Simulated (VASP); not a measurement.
# SnTe (Fm-3m) in VASP: further runs

Runs on SnTe. Level: PBE. Tasks: single point.

All numbers are computed with VASP 6.6.1; they aren't measurements. Logs are shortened: lines on timing, memory, paths and dates and some standing lists are left out, and cuts for length are marked.

### 1 The cell of the first run

The structure is cubic, space group Fm-3m (No. 225). The conventional cell has a = 6.302 Å, b = 6.302 Å, c = 6.302 Å, α = 90.00°, β = 90.00°, γ = 90.00°. Sn (site symmetry m-3m) has 6 Te at 3.15 Å within 4.1 Å. Te (site symmetry m-3m) has 6 Sn at 3.15 Å within 4.1 Å.

### 2 Single point, PBE

The input, INCAR:

```
ALGO = Normal ; EDIFF = 1E-6
ENCUT = 520 ; GGA = PE
ISIF = 2 ; ISMEAR = 1
LASPH = True ; LCHARG = False
LREAL = False ; LWAVE = False
NBANDS = 17 ; NELM = 100
PREC = Accurate ; SIGMA = 0.02
```

The input, KPOINTS:

```
k-points
0
Gamma
  2 2 2
```

The input, POSCAR:

```
SnTe
1.0
    4.4559750000      0.0000000000      0.0000000000
    2.2279875000      3.8589875486      0.0000000000
    2.2279875000      1.2863291829      3.6382883522
Sn Te
1 1
Direct
    0.0000000000      0.0000000000      0.0000000000
    0.5000000000      0.5000000000      0.5000000000
```

Potentials or basis: VASP PAW PBE potentials, release 64 (Sn_d, Te).

Command:

```console
cat potpaw_PBE.64/Sn_d/POTCAR potpaw_PBE.64/Te/POTCAR > POTCAR
mpirun -np 1 vasp_std > vasp.out
```

OUTCAR:

```text
EDIFF = 1E-6
   ENCUT = 520
   GGA = PE
   ISIF = 2
   ISMEAR = 1
   LASPH = True
   LREAL = False
   NELM = 100
   PREC = Accurate

 ion  position               nearest neighbor table
   1  0.000  0.000  0.000-   2 3.15   2 3.15   2 3.15   2 3.15   2 3.15   2 3.15
   2  0.500  0.500  0.500-   1 3.15   1 3.15   1 3.15   1 3.15   1 3.15   1 3.15

  LATTYP: Found a face centered cubic cell.
 ALAT       =     6.3017002786

  Lattice vectors:

 A1 = (   4.4559750000,   0.0000000000,   0.0000000000)
 A2 = (   2.2279875000,   3.8589875486,   0.0000000000)
 A3 = (   2.2279875000,   1.2863291829,   3.6382883522)

Analysis of symmetry for initial positions (statically):
=====================================================================
 Subroutine PRICEL returns:
 Original cell was already a primitive cell.

 Routine SETGRP: Setting up the symmetry group for a
 face centered cubic supercell.

 Subroutine GETGRP returns: Found 48 space group operations
 (whereof 48 operations were pure point group operations)
 out of a pool of 48 trial point group operations.

The static configuration has the point symmetry O_h .

Analysis of symmetry for dynamics (positions and initial velocities):
=====================================================================
 Subroutine PRICEL returns:
 Original cell was already a primitive cell.

 Routine SETGRP: Setting up the symmetry group for a
 face centered cubic supercell.

 Subroutine GETGRP returns: Found 48 space group operations
 (whereof 48 operations were pure point group operations)
 out of a pool of 48 trial point group operations.

The dynamic configuration has the point symmetry O_h .

 Subroutine INISYM returns: Found 48 space group operations
 (whereof 48 operations are pure point group operations),
 and found     1 'primitive' translations

----------------------------------------------------------------------------------------

                                     Primitive cell

  volume of cell :      62.5624

  direct lattice vectors                    reciprocal lattice vectors
     4.455975000  0.000000000  0.000000000     0.224417776 -0.129567663 -0.091618173
     2.227987500  3.858987549  0.000000000     0.000000000  0.259135327 -0.091618173
     2.227987500  1.286329183  3.638288352     0.000000000  0.000000000  0.274854520

  length of vectors
     4.455975000  4.455975000  4.455975000     0.274854520  0.274854520  0.274854520

  position of ions in fractional coordinates (direct lattice)
     0.000000000  0.000000000  0.000000000
     0.500000000  0.500000000  0.500000000

  ion indices of the primitive-cell ions
   primitive index   ion index
                 1           1
                 2           2

----------------------------------------------------------------------------------------

 KPOINTS: k-points

Automatic generation of k-mesh.
 Grid dimensions read from file:
 generate k-points for:    2    2    2

 Generating k-lattice:

  Cartesian coordinates                     Fractional coordinates (reciprocal lattice)
     0.112208888 -0.064783832 -0.045809087     0.500000000  0.000000000  0.000000000
     0.000000000  0.129567663 -0.045809087     0.000000000  0.500000000  0.000000000
     0.000000000  0.000000000  0.137427260     0.000000000  0.000000000  0.500000000

  Length of vectors
     0.137427260  0.137427260  0.137427260

  Shift w.r.t. Gamma in fractional coordinates (k-lattice)
     0.000000000  0.000000000  0.000000000

 Subroutine IBZKPT returns following result:
 ===========================================

 Found      3 irreducible k-points:

 Following reciprocal coordinates:
            Coordinates               Weight
  0.000000  0.000000  0.000000      1.000000
  0.500000  0.000000  0.000000      4.000000
  0.500000  0.500000 -0.000000      3.000000
   k-points           NKPTS =      3   k-points in BZ     NKDIM =      3   number of bands    NBANDS=     17
   number of dos      NEDOS =    301   number of ions     NIONS =      2
   total plane-waves  NPLWV =  46656
   dimension x,y,z NGX =    36 NGY =   36 NGZ =   36
   dimension x,y,z NGXF=    72 NGYF=   72 NGZF=   72
   ions per type =               1   1
   NGX,Y,Z   is equivalent  to a cutoff of  13.43, 13.43, 13.43 a.u.
   NGXF,Y,Z  is equivalent  to a cutoff of  26.86, 26.86, 26.86 a.u.
 SYSTEM =  unknown system
   PREC   = accura    normal or accurate (medium, high low for compatibility)
   ISTART =      0    job   : 0-new  1-cont  2-samecut
   ICHARG =      2    charge: 1-file 2-atom 10-const
   ISPIN  =      1    spin polarized calculation?
   LNONCOLLINEAR =      F non collinear calculations
   LSORBIT =      F    spin-orbit coupling
   LASPH  =      T    aspherical Exc in radial PAW
   ENCUT  =  520.0 eV  38.22 Ry    6.18 a.u.   8.29  8.29  8.29*2*pi/ulx,y,z
   NELM   =    100;   NELMIN=  2; NELMDL= -5     # of ELM steps
   EDIFF  = 0.1E-05   stopping-criterion for ELM
   LREAL  =      F    real-space projection
   EDIFFG = 0.1E-04   stopping-criterion for IOM
   NSW    =      0    number of steps for IOM
   IBRION =     -1    ionic relax: 0-MD 1-quasi-New 2-CG
   NFREE  =      0    steps in history (QN), initial steepest desc. (CG)
   ISIF   =      2    stress and relaxation
   ISYM   =      2    0-nonsym 1-usesym 2-fastsym
   POTIM  = 0.5000    time-step for ionic-motion
   TEBEG  =    0.0;   TEEND  =   0.0 temperature during run
   PSTRESS=    0.0 pullay stress
   NELECT =      20.0000    total number of electrons
   NUPDOWN=      -1.0000    fix difference up-down
   EMIN   =  10.00;   EMAX   =-10.00  energy-range for DOS
   EFERMI =   0.00;   METHOD = LEGACY
   ISMEAR =     1;   SIGMA  =   0.02  broadening in eV -4-tet -1-fermi 0-gaus
   EFERMI_NEDOS =   21; number of points for ismear=-14 and -15
   IALGO  =     38    algorithm
   IMIX   =      4    mixing-type and parameters
     AMIX     =   0.40;   BMIX     =  1.00
     AMIX_MAG =   1.60;   BMIX_MAG =  1.00
  volume/ion in A,a.u.               =      31.28       211.10
  Fermi-wavevector in a.u.,A,eV,Ry     =   1.119387  2.115335 17.048483  1.253028
  Thomas-Fermi vector in A             =   2.256026
   LORBIT       =      0    0 simple, 1 ext, 2 COOP (PROOUT), +10 PAW based schemes
   GGA     = PE    functional components
   LHFCALC =     F    Hartree Fock is set to
   AEXX    =    0.0000 exact exchange contribution
   IVDW    =     0    specifies the selected vdW correction
   LEPSILON=     F    determine dielectric tensor
   LRPA    =     F    only Hartree local field effects (RPA)
 non-spin polarized calculation
 Methfessel and Paxton  Order N= 1 SIGMA  =   0.02
  energy-cutoff  :      520.00
  volume of cell :       62.56
 maximum number of plane-waves:      1694
 NGX is ok and might be reduce to    36
   NGX = 17   NGY = 17   NGZ = 17

 number of electron      19.9999998 magnetization

 Free energy of the ion-electron system (eV)
  ---------------------------------------------------
  ext. energy  EPLUGINS =         0.00000000
  ---------------------------------------------------
  free energy    TOTEN  =        -5.63625141 eV

  energy without entropy =       -5.63683120  energy(sigma->0) =       -5.63644467

 E-fermi :   6.8952     XC(G=0):  -9.5432

 val. band max:        6.8783305431   @ k =   0.5000   0.0000   0.0000
 cond. band min:       7.0377341517   @ k =   0.5000   0.0000   0.0000
 fundamental gap:      0.1594036086
 Fermi energy:         6.8951681874

 k-point     1 :       0.0000    0.0000    0.0000
  band No.  band energies     occupation
      1     -15.5076      2.00000
      2     -15.5076      2.00000
      3     -15.5008      2.00000
      4     -15.5008      2.00000
      5     -15.5008      2.00000
      6      -5.7683      2.00000
[... 9 lines left out ...]
     16      11.6885      0.00000
     17      13.6829      0.00000

 k-point     2 :       0.5000    0.0000    0.0000
  band No.  band energies     occupation
      1     -15.5122      2.00000
      2     -15.5122      2.00000
      3     -15.4993      2.00000
      4     -15.4943      2.00000
      5     -15.4943      2.00000
      6      -4.3894      2.00000
[... 9 lines left out ...]
     16      15.8371      0.00000
     17      15.8371      0.00000

 k-point     3 :       0.5000    0.5000   -0.0000
  band No.  band energies     occupation
      1     -15.5228      2.00000
      2     -15.5044      2.00000
      3     -15.5031      2.00000
      4     -15.4906      2.00000
      5     -15.4906      2.00000
      6      -4.0948      2.00000
[... 9 lines left out ...]
     16      17.4047      0.00000
     17      18.0356      0.00000

------------------------ aborting loop because EDIFF is reached ----------------------------------------

  FORCE on cell =-STRESS in cart. coord.  units (eV):
  Direction    XX          YY          ZZ          XY          YZ          ZX
  --------------------------------------------------------------------------------------
  -------------------------------------------------------------------------------------
  Total        2.0668670      2.0668670      2.0668670     -0.0000000      0.0000000      0.0000000
  in kB       52.9309729     52.9309729     52.9309729     -0.0000000      0.0000000      0.0000000
  external PRESSURE =      52.9309729 kB  Pullay stress =       0.0000000 kB

 VOLUME and BASIS-vectors are now :
 -----------------------------------------------------------------------------
  energy-cutoff  :      520.00
  volume of cell :       62.56
      direct lattice vectors                 reciprocal lattice vectors
     4.455975000  0.000000000  0.000000000     0.224417776 -0.129567663 -0.091618173
     2.227987500  3.858987549  0.000000000     0.000000000  0.259135327 -0.091618173
     2.227987500  1.286329183  3.638288352     0.000000000  0.000000000  0.274854520

 POSITION                                       TOTAL-FORCE (eV/Angst)
 -----------------------------------------------------------------------------------
      0.00000      0.00000      0.00000         0.000000      0.000000      0.000000
      4.45597      2.57266      1.81914        -0.000000     -0.000000      0.000000
 -----------------------------------------------------------------------------------
    total drift:                                0.000000     -0.000000     -0.000000

  FREE ENERGIE OF THE ION-ELECTRON SYSTEM (eV)
  ---------------------------------------------------
  free  energy   TOTEN  =        -5.6362514073 eV

  energy  without entropy=       -5.6368311979  energy(sigma->0) =       -5.63644467
```

It took 12 s on 1 thread of AMD EPYC 7R13, shared host; peak memory 0.17 GiB.

Results:

```
Free energy            : -5.6363 eV
Pressure               : 5.3 GPa
Band gap on the k mesh : 0.16 eV, direct
```

Caveat: the k points lie up to 0.86 Å⁻¹ apart; spin-orbit coupling is left out, which moves the levels of the heavy elements.

### 3 Single point, PBE

The input, INCAR:

```
SYSTEM = SnTe
ALGO     = Normal         ! electronic algorithm
EDIFF    = 1E-7           ! SCF threshold, eV
ENCUT    = 520            ! plane-wave cutoff, eV
GGA      = PE             ! functional
ISIF     = 2              ! what is computed and relaxed
ISMEAR   = 1              ! smearing method
LASPH    = .TRUE.         ! aspherical terms in the spheres
LCHARG   = .TRUE.         ! write CHGCAR
LELF     = .TRUE.         ! ELF
LREAL    = .FALSE.        ! projectors in reciprocal space
LVHAR    = .TRUE.       
LWAVE    = .FALSE.        ! write WAVECAR
NBANDS   = 17             ! bands
NELM     = 100            ! most SCF steps
PREC     = Accurate       ! precision mode
SIGMA    = 0.02           ! smearing width, eV
```

The input, KPOINTS:

```
k-points
0
G
  3 3 3
  0 0 0
```

POSCAR is that of step 2.

Potentials or basis: VASP PAW PBE potentials, release 64 (Sn_d, Te).

Command:

```console
cat potpaw_PBE.64/Sn_d/POTCAR potpaw_PBE.64/Te/POTCAR > POTCAR
mpirun -np 1 vasp_std > vasp.out
```

OUTCAR:

```text
SYSTEM = SnTe
   EDIFF = 1E-7
   ENCUT = 520
   GGA = PE
   ISIF = 2
   ISMEAR = 1
   LASPH = .TRUE.
   LREAL = .FALSE.
   NELM = 100
   PREC = Accurate

 ion  position               nearest neighbor table
   1  0.000  0.000  0.000-   2 3.15   2 3.15   2 3.15   2 3.15   2 3.15   2 3.15
   2  0.500  0.500  0.500-   1 3.15   1 3.15   1 3.15   1 3.15   1 3.15   1 3.15

  LATTYP: Found a face centered cubic cell.
 ALAT       =     6.3017002786

  Lattice vectors:

 A1 = (   4.4559750000,   0.0000000000,   0.0000000000)
 A2 = (   2.2279875000,   3.8589875486,   0.0000000000)
 A3 = (   2.2279875000,   1.2863291829,   3.6382883522)

Analysis of symmetry for initial positions (statically):
=====================================================================
 Subroutine PRICEL returns:
 Original cell was already a primitive cell.

 Routine SETGRP: Setting up the symmetry group for a
 face centered cubic supercell.

 Subroutine GETGRP returns: Found 48 space group operations
 (whereof 48 operations were pure point group operations)
 out of a pool of 48 trial point group operations.

The static configuration has the point symmetry O_h .

[... 138 lines left out ...]
  energy without entropy =       -7.63297898  energy(sigma->0) =       -7.63274993

 E-fermi :   6.3626     XC(G=0):  -9.5081

 val. band max:        6.3457203483   @ k =   0.3333   0.0000  -0.0000
 cond. band min:       7.8976675215   @ k =   0.3333   0.0000  -0.0000
 fundamental gap:      1.5519471731
 Fermi energy:         6.3625579926

 k-point     1 :       0.0000    0.0000    0.0000
  band No.  band energies     occupation
      1     -14.9776      2.00000
      2     -14.9776      2.00000
      3     -14.9704      2.00000
      4     -14.9704      2.00000
      5     -14.9704      2.00000
      6      -5.8612      2.00000
[... 57 lines left out ...]
      4     -14.9641      2.00000
      5     -14.9622      2.00000
      6      -4.2981      2.00000
[... 9 lines left out ...]
     16      14.5921      0.00000
     17      16.9026      0.00000

------------------------ aborting loop because EDIFF is reached ----------------------------------------

  FORCE on cell =-STRESS in cart. coord.  units (eV):
  Direction    XX          YY          ZZ          XY          YZ          ZX
  --------------------------------------------------------------------------------------
  -------------------------------------------------------------------------------------
  Total        0.8794819      0.8794819      0.8794819     -0.0000000      0.0000000     -0.0000000
  in kB       22.5228969     22.5228969     22.5228969     -0.0000000      0.0000000     -0.0000000
  external PRESSURE =      22.5228969 kB  Pullay stress =       0.0000000 kB

 VOLUME and BASIS-vectors are now :
 -----------------------------------------------------------------------------
  energy-cutoff  :      520.00
  volume of cell :       62.56
      direct lattice vectors                 reciprocal lattice vectors
     4.455975000  0.000000000  0.000000000     0.224417776 -0.129567663 -0.091618173
     2.227987500  3.858987549  0.000000000     0.000000000  0.259135327 -0.091618173
     2.227987500  1.286329183  3.638288352     0.000000000  0.000000000  0.274854520

 POSITION                                       TOTAL-FORCE (eV/Angst)
 -----------------------------------------------------------------------------------
      0.00000      0.00000      0.00000        -0.000000      0.000000      0.000000
      4.45597      2.57266      1.81914         0.000000     -0.000000      0.000000
 -----------------------------------------------------------------------------------
    total drift:                                0.000000     -0.000000     -0.000000

  FREE ENERGIE OF THE ION-ELECTRON SYSTEM (eV)
  ---------------------------------------------------
  free  energy   TOTEN  =        -7.6326354014 eV

  energy  without entropy=       -7.6329789810  energy(sigma->0) =       -7.63274993
```

OSZICAR:

```text
N       E                     dE             d eps       ncg     rms          rms(c)
DAV:   1     0.125970236737E+03    0.12597E+03   -0.94878E+03   136   0.140E+03
DAV:   2     0.408708259153E+01   -0.12188E+03   -0.11886E+03   152   0.329E+02
DAV:   3    -0.732553417922E+01   -0.11413E+02   -0.11359E+02   186   0.874E+01
DAV:   4    -0.767055208436E+01   -0.34502E+00   -0.34485E+00   142   0.158E+01
DAV:   5    -0.768385820637E+01   -0.13306E-01   -0.13305E-01   190   0.315E+00    0.689E+00
DAV:   6    -0.763156576705E+01    0.52292E-01   -0.12213E-01   174   0.242E+00    0.441E+00
DAV:   7    -0.763360829848E+01   -0.20425E-02   -0.59500E-02   148   0.123E+00    0.613E-01
DAV:   8    -0.763245702843E+01    0.11513E-02   -0.10345E-02   174   0.774E-01    0.232E-01
DAV:   9    -0.763266386438E+01   -0.20684E-03   -0.71679E-04   156   0.237E-01    0.854E-02
DAV:  10    -0.763263471976E+01    0.29145E-04   -0.89641E-05   190   0.896E-02    0.383E-02
DAV:  11    -0.763263590557E+01   -0.11858E-05   -0.19992E-05   141   0.384E-02    0.874E-03
DAV:  12    -0.763263564259E+01    0.26298E-06   -0.10075E-06   174   0.113E-02    0.322E-03
DAV:  13    -0.763263523379E+01    0.40880E-06   -0.16004E-07   124   0.311E-03    0.393E-03
DAV:  14    -0.763263534913E+01   -0.11534E-06   -0.14058E-08    98   0.687E-04    0.889E-04
DAV:  15    -0.763263540139E+01   -0.52256E-07   -0.73464E-09    80   0.964E-04
   1 F= -.76326354E+01 E0= -.76327499E+01  d E =0.343580E-03
```

Wall time 15 s (1 thread of AMD EPYC 7R13, shared host); peak memory 0.17 GiB.

What came out:

```
Free energy : -7.6326 eV
Pressure    : 2.3 GPa
```

Levels at points of the mesh, in eV from the Fermi level:
```csv
k point,band 7,band 8,band 9,band 10,band 11,band 12,band 13,band 14
"(0.00, 0.00, 0.00)",-4.10,-1.56,-1.56,-1.56,3.93,3.93,3.93,5.33
```

Caveat: the k points lie up to 0.58 Å⁻¹ apart; this odd mesh misses L, where the gap lies, so gap, dielectric constants and Born charges aren't listed; spin-orbit coupling is left out, which moves the levels of the heavy elements.
